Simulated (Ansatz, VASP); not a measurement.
Two plane-wave programs on Fe

```
CELL_PARAMETERS angstrom
2.35804 0.00000 0.00000
-1.17902 2.04212 0.00000
0.00000 0.00000 4.09397
ATOMIC_POSITIONS crystal
Fe 0.33333 0.66667 0.25000
Fe 0.66667 0.33333 0.75000
```

Alike in both runs: task single point; functional PBEsol; k mesh 24 × 24 × 14; occupations gaussian, width 0.15 eV; no spin polarisation.

|  | VASP | Ansatz |
| --- | --- | --- |
| version | VASP 6.6.1 | Ansatz 0.2.0 |
| potentials or method | VASP PAW PBE potentials, release 64 (Fe), cutoff 520 eV | scalar-relativistic, plane waves, PAW |
| valence electrons in the cell | 16 | 32 |

```csv
,VASP,Ansatz,Ansatz less VASP
gap on the k mesh at the Fermi level (eV),none,none,-
pressure (GPa),0.6,1.0,+0.42
"traceless stress, the component that is largest in VASP (GPa)",-29.97,-30.74,-0.775
```

VASP's potentials were made for PBE, not for PBEsol. A gap of «none» marks a metal or a gap that the smearing closes. The functional is the same, so the differences come from potentials, cutoffs and numerics. VASP's potentials hold 16 valence electrons a cell and Ansatz's 32, so a difference there can come from the potentials and not from the codes.
